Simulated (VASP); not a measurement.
# Mg8Si4HO in VASP: single point with PBEsol

Aim: the single point of Mg8Si4HO with PBEsol.

Program: VASP 6.6.1. These are calculated values, not measurements. Logs are shortened: lines on timing, memory, paths and dates and some standing lists are left out, and cuts for length are marked.

### 1 The cell of the first run

The cell holds a slab with vacuum, 14 atoms: a = 6.391 Å, b = 6.391 Å, c = 15.793 Å, α = 90.00°, β = 90.00°, γ = 90.00°.

### 2 Single point, PBEsol

INCAR

```
SYSTEM = Mg8Si4HO
  ALGO = Normal
  EDIFF = 1E-6
  ENCUT = 520
  GGA = PS
  ISIF = 2
  ISMEAR = 0
  LASPH = .True.
  LCHARG = .False.
  LREAL = .False.
  LWAVE = .False.
  NBANDS = 32
  NELM = 80
  PREC = Accurate
  SIGMA = 0.1
```

KPOINTS

```
k-points
0
Gamma
  3 3 1
  0 0 0
```

POSCAR

```
Mg8Si4HO
1.0
    6.3910000000      0.0000000000      0.0000000000
    0.0000000000      6.3910000000      0.0000000000
    0.0000000000      0.0000000000     15.7932500000
Mg Si O H
8 4 1 1
Direct
    0.2140389610      0.7999455484      0.3430150856
    0.2186183696      0.2314085433      0.3428587529
    0.2528485370      0.2495537475      0.1475263799
    0.2577239869      0.7570605539      0.1467806816
    0.7488188077      0.7531381630      0.1522939864
    0.7547288374      0.2554608043      0.1517228563
    0.7814403067      0.2566147708      0.3571597993
    0.7798145830      0.7802584885      0.3577883590
    0.0000000000      0.0000000000      0.0633181897
    0.0145607886      0.5127332186      0.2536463996
    0.5131700829      0.0122961978      0.2658267931
    0.5000000000      0.5000000000      0.0633181897
   -0.0010303552      1.0177432327      0.3776959777
   -0.2492088875      0.5276391801      0.4235200481
```

Potentials or basis: VASP PAW PBE potentials, release 64 (Mg, Si, O, H).

Run with:

```sh
$ cat potpaw_PBE.64/Mg/POTCAR potpaw_PBE.64/Si/POTCAR potpaw_PBE.64/O/POTCAR potpaw_PBE.64/H/POTCAR > POTCAR
$ mpirun -np 1 vasp_std > vasp.out
```

OUTCAR:

```text
SYSTEM = Mg8Si4HO
   EDIFF = 1E-6
   ENCUT = 520
   GGA = PS
   ISIF = 2
   ISMEAR = 0
   LASPH = .True.
   LREAL = .False.
   NELM = 80
   PREC = Accurate

 ion  position               nearest neighbor table
   1  0.214  0.800  0.343-  13 2.03  11 2.64  10 2.64   2 2.76   8 2.79   4 3.12   8 3.63   2 3.63

   2  0.219  0.231  0.343-  13 2.03  10 2.63  11 2.64   1 2.76   7 2.81   3 3.09   7 3.61   1 3.63

   3  0.253  0.250  0.148-  12 2.61   9 2.63  10 2.82  11 2.93   2 3.09   4 3.15   6 3.18   6 3.21
                             4 3.24
   4  0.258  0.757  0.147-  12 2.61   9 2.62  10 2.78  11 2.98   1 3.12   5 3.14   3 3.15   3 3.24
                             5 3.25
   5  0.749  0.753  0.152-   9 2.65  12 2.67  10 2.79  11 2.87   4 3.14   6 3.18   6 3.21   4 3.25
                             8 3.26
   6  0.755  0.255  0.152-  12 2.65   9 2.66  11 2.84  10 2.84   5 3.18   3 3.18   3 3.21   5 3.21
                             7 3.25
   7  0.781  0.257  0.357-  14 2.03  13 2.09  11 2.73  10 2.75   2 2.81   8 3.04   6 3.25   8 3.35
                             2 3.61
   8  0.780  0.780  0.358-  14 1.93  13 2.09  11 2.69   1 2.79  10 2.81   7 3.04   5 3.26   7 3.35
                             1 3.63
   9  0.000  0.000  0.063-   4 2.62   3 2.63   5 2.65   6 2.66
  10  0.015  0.513  0.254-   2 2.63   1 2.64   7 2.75   4 2.78   5 2.79   8 2.81   3 2.82   6 2.84

  11  0.513  0.012  0.266-   1 2.64   2 2.64   8 2.69   7 2.73   6 2.84   5 2.87   3 2.93   4 2.98

  12  0.500  0.500  0.063-   3 2.61   4 2.61   6 2.65   5 2.67
  13  0.999  0.018  0.378-   1 2.03   2 2.03   8 2.09   7 2.09
  14  0.751  0.528  0.424-   8 1.93   7 2.03

  LATTYP: Found a simple tetragonal cell.
 ALAT       =     6.3910000000
 C/A-ratio  =     2.4711703959

  Lattice vectors:

 A1 = (   6.3910000000,   0.0000000000,   0.0000000000)
 A2 = (   0.0000000000,   6.3910000000,   0.0000000000)
 A3 = (   0.0000000000,   0.0000000000,  15.7932500000)

Analysis of symmetry for initial positions (statically):
=====================================================================
 Subroutine PRICEL returns:
 Original cell was already a primitive cell.

 Routine SETGRP: Setting up the symmetry group for a
 simple tetragonal supercell.

 Subroutine GETGRP returns: Found  1 space group operations
 (whereof  1 operations were pure point group operations)
 out of a pool of 16 trial point group operations.

The static configuration has the point symmetry C_1 .

Analysis of symmetry for dynamics (positions and initial velocities):
=====================================================================
 Subroutine PRICEL returns:
 Original cell was already a primitive cell.

 Routine SETGRP: Setting up the symmetry group for a
 simple tetragonal supercell.

 Subroutine GETGRP returns: Found  1 space group operations
 (whereof  1 operations were pure point group operations)
 out of a pool of 16 trial point group operations.

The dynamic configuration has the point symmetry C_1 .

 Subroutine INISYM returns: Found  1 space group operations
 (whereof  1 operations are pure point group operations),
 and found     1 'primitive' translations

----------------------------------------------------------------------------------------

                                     Primitive cell

  volume of cell :     645.0734

  direct lattice vectors                    reciprocal lattice vectors
     6.391000000  0.000000000  0.000000000     0.156470036  0.000000000  0.000000000
     0.000000000  6.391000000  0.000000000     0.000000000  0.156470036  0.000000000
     0.000000000  0.000000000 15.793250000     0.000000000  0.000000000  0.063318190

  length of vectors
     6.391000000  6.391000000 15.793250000     0.156470036  0.156470036  0.063318190

  position of ions in fractional coordinates (direct lattice)
     0.214038961  0.799945548  0.343015086
     0.218618370  0.231408543  0.342858753
     0.252848537  0.249553748  0.147526380
     0.257723987  0.757060554  0.146780682
     0.748818808  0.753138163  0.152293986
     0.754728837  0.255460804  0.151722856
     0.781440307  0.256614771  0.357159799
     0.779814583  0.780258489  0.357788359
     0.000000000  0.000000000  0.063318190
     0.014560789  0.512733219  0.253646400
     0.513170083  0.012296198  0.265826793
     0.500000000  0.500000000  0.063318190
[... 31 lines left out ...]
     0.052156679  0.000000000  0.000000000     0.333333333  0.000000000  0.000000000
     0.000000000  0.052156679  0.000000000     0.000000000  0.333333333  0.000000000
     0.000000000  0.000000000  0.063318190     0.000000000  0.000000000  1.000000000

  Length of vectors
     0.052156679  0.052156679  0.063318190

  Shift w.r.t. Gamma in fractional coordinates (k-lattice)
     0.000000000  0.000000000  0.000000000

 Subroutine IBZKPT returns following result:
 ===========================================

 Found      5 irreducible k-points:

 Following reciprocal coordinates:
            Coordinates               Weight
  0.000000  0.000000  0.000000      1.000000
  0.333333  0.000000  0.000000      2.000000
  0.000000  0.333333  0.000000      2.000000
  0.333333  0.333333  0.000000      2.000000
 -0.333333  0.333333  0.000000      2.000000
   k-points           NKPTS =      5   k-points in BZ     NKDIM =      5   number of bands    NBANDS=     32
   number of dos      NEDOS =    301   number of ions     NIONS =     14
   total plane-waves  NPLWV = 276480
   dimension x,y,z NGX =    48 NGY =   48 NGZ =  120
   dimension x,y,z NGXF=    96 NGYF=   96 NGZF=  240
   ions per type =               8   4   1   1
   NGX,Y,Z   is equivalent  to a cutoff of  12.49, 12.49, 12.63 a.u.
   NGXF,Y,Z  is equivalent  to a cutoff of  24.97, 24.97, 25.26 a.u.
 SYSTEM =  Mg8Si4HO
   PREC   = accura    normal or accurate (medium, high low for compatibility)
   ISTART =      0    job   : 0-new  1-cont  2-samecut
   ICHARG =      2    charge: 1-file 2-atom 10-const
   ISPIN  =      1    spin polarized calculation?
   LNONCOLLINEAR =      F non collinear calculations
   LSORBIT =      F    spin-orbit coupling
   LASPH  =      T    aspherical Exc in radial PAW
   ENCUT  =  520.0 eV  38.22 Ry    6.18 a.u.  11.88 11.88 29.36*2*pi/ulx,y,z
   NELM   =     80;   NELMIN=  2; NELMDL= -5     # of ELM steps
   EDIFF  = 0.1E-05   stopping-criterion for ELM
   LREAL  =      F    real-space projection
   EDIFFG = 0.1E-04   stopping-criterion for IOM
   NSW    =      0    number of steps for IOM
   IBRION =     -1    ionic relax: 0-MD 1-quasi-New 2-CG
   NFREE  =      0    steps in history (QN), initial steepest desc. (CG)
   ISIF   =      2    stress and relaxation
   ISYM   =      2    0-nonsym 1-usesym 2-fastsym
   POTIM  = 0.5000    time-step for ionic-motion
   TEBEG  =    0.0;   TEEND  =   0.0 temperature during run
   PSTRESS=    0.0 pullay stress
   NELECT =      39.0000    total number of electrons
   NUPDOWN=      -1.0000    fix difference up-down
   EMIN   =  10.00;   EMAX   =-10.00  energy-range for DOS
   EFERMI =   0.00;   METHOD = LEGACY
   ISMEAR =     0;   SIGMA  =   0.10  broadening in eV -4-tet -1-fermi 0-gaus
   EFERMI_NEDOS =   21; number of points for ismear=-14 and -15
   IALGO  =     38    algorithm
   IMIX   =      4    mixing-type and parameters
     AMIX     =   0.40;   BMIX     =  1.00
     AMIX_MAG =   1.60;   BMIX_MAG =  1.00
  volume/ion in A,a.u.               =      46.08       310.94
  Fermi-wavevector in a.u.,A,eV,Ry     =   0.642530  1.214205  5.617092  0.412845
  Thomas-Fermi vector in A             =   1.709230
   LORBIT       =      0    0 simple, 1 ext, 2 COOP (PROOUT), +10 PAW based schemes
   GGA     = PS    functional components
   LHFCALC =     F    Hartree Fock is set to
   AEXX    =    0.0000 exact exchange contribution
   IVDW    =     0    specifies the selected vdW correction
   LEPSILON=     F    determine dielectric tensor
   LRPA    =     F    only Hartree local field effects (RPA)
 non-spin polarized calculation
 Gauss-broadening in eV      SIGMA  =   0.10
  energy-cutoff  :      520.00
  volume of cell :      645.07
 maximum number of plane-waves:     17375
   NGX = 23   NGY = 23   NGZ = 59

 number of electron      38.9999999 magnetization

 Free energy of the ion-electron system (eV)
  ---------------------------------------------------
  ext. energy  EPLUGINS =         0.00000000
  ---------------------------------------------------
  free energy    TOTEN  =       -44.75505691 eV

  energy without entropy =      -44.71636823  energy(sigma->0) =      -44.73571257

 E-fermi :  -1.1816     XC(G=0):  -4.6418

 val. band max:       -1.2255291748   @ k =   0.3333   0.0000   0.0000
 cond. band min:      -1.1582526344   @ k =  -0.3333   0.3333   0.0000
 fundamental gap:      0.0672765404
 Fermi energy:        -1.1816421045

 k-point     1 :       0.0000    0.0000    0.0000
  band No.  band energies     occupation
      1     -19.3642      2.00000
      2      -9.5668      2.00000
      3      -8.2674      2.00000
      4      -8.0729      2.00000
      5      -7.4042      2.00000
      6      -6.3361      2.00000
[... 159 lines left out ...]
     30       2.6916      0.00000
     31       2.7842      0.00000
 [bands above 31 left out]

------------------------ aborting loop because EDIFF is reached ----------------------------------------

  FORCE on cell =-STRESS in cart. coord.  units (eV):
  Direction    XX          YY          ZZ          XY          YZ          ZX
  --------------------------------------------------------------------------------------
  -------------------------------------------------------------------------------------
  Total        0.0616635     -4.6282603     -0.3799953      0.0305569     -0.8553034     -0.7982441
  in kB        0.1531544    -11.4952709     -0.9437994      0.0758946     -2.1243283     -1.9826093
  external PRESSURE =      -4.0953053 kB  Pullay stress =       0.0000000 kB

 VOLUME and BASIS-vectors are now :
 -----------------------------------------------------------------------------
  energy-cutoff  :      520.00
  volume of cell :      645.07
      direct lattice vectors                 reciprocal lattice vectors
     6.391000000  0.000000000  0.000000000     0.156470036  0.000000000  0.000000000
     0.000000000  6.391000000  0.000000000     0.000000000  0.156470036  0.000000000
     0.000000000  0.000000000 15.793250000     0.000000000  0.000000000  0.063318190

 POSITION                                       TOTAL-FORCE (eV/Angst)
 -----------------------------------------------------------------------------------
      1.36792      5.11245      5.41732         0.038789      0.012862     -0.053533
      1.39719      1.47893      5.41485        -0.014302     -0.021780     -0.000657
      1.61595      1.59490      2.32992         0.005894     -0.002955      0.002605
      1.64711      4.83837      2.31814         0.011147      0.009114     -0.009440
      4.78570      4.81331      2.40522         0.004029     -0.001962      0.005344
      4.82347      1.63265      2.39620         0.008068      0.005549      0.019773
      4.99419      1.64003      5.64071         0.010779      0.029666      0.047699
      4.98379      4.98663      5.65064         0.038391      0.027348     -0.002178
      0.00000      0.00000      1.00000        -0.154869      0.049168      0.050893
      0.09306      3.27688      4.00590         0.020671      0.004364      0.000280
      3.27967      0.07859      4.19827         0.030861      0.026165     -0.000964
      3.19550      3.19550      1.00000         0.237785      0.076199     -0.016447
      6.38441      0.11340      5.96505        -0.019386     -0.033660      0.000707
      4.79831      3.37214      6.68876        -0.217858     -0.180076     -0.044082
 -----------------------------------------------------------------------------------
    total drift:                               -0.000372     -0.000459     -0.000469

  FREE ENERGIE OF THE ION-ELECTRON SYSTEM (eV)
  ---------------------------------------------------
  free  energy   TOTEN  =       -44.7550569141 eV

  energy  without entropy=      -44.7163682270  energy(sigma->0) =      -44.73571257
```

Run time: 2.3 min. Hardware: 1 thread of Intel Xeon 6975P-C (Granite Rapids), shared host; peak memory 0.62 GiB.

What came out:

```yaml
Free_energy: -44.7551 eV
Largest_force: 0.286 eV/Å
```

Forces in eV/Å, atoms in the order of the input:
```
Mg   0.039  0.013 -0.054
Mg  -0.014 -0.022 -0.001
Mg   0.006 -0.003  0.003
Mg   0.011  0.009 -0.009
Mg   0.004 -0.002  0.005
Mg   0.008  0.006  0.020
Mg   0.011  0.030  0.048
Mg   0.038  0.027 -0.002
Si  -0.155  0.049  0.051
Si   0.021  0.004  0.000
Si   0.031  0.026 -0.001
Si   0.238  0.076 -0.016
O   -0.019 -0.034  0.001
H   -0.218 -0.180 -0.044
```

Levels at points of the mesh, in eV from the Fermi level:
```tsv
k point	band 17	band 18	band 19	band 20	band 21	band 22
(0.00, 0.00, 0.00)	-1.09	-0.43	-0.23	0.27	0.34	1.13
```

Caveat: the PAW data sets were made with another functional, which shifts forces and pressure a little; an odd number of electrons without spin polarisation forces a metal; a magnetic or distorted state may lie lower.
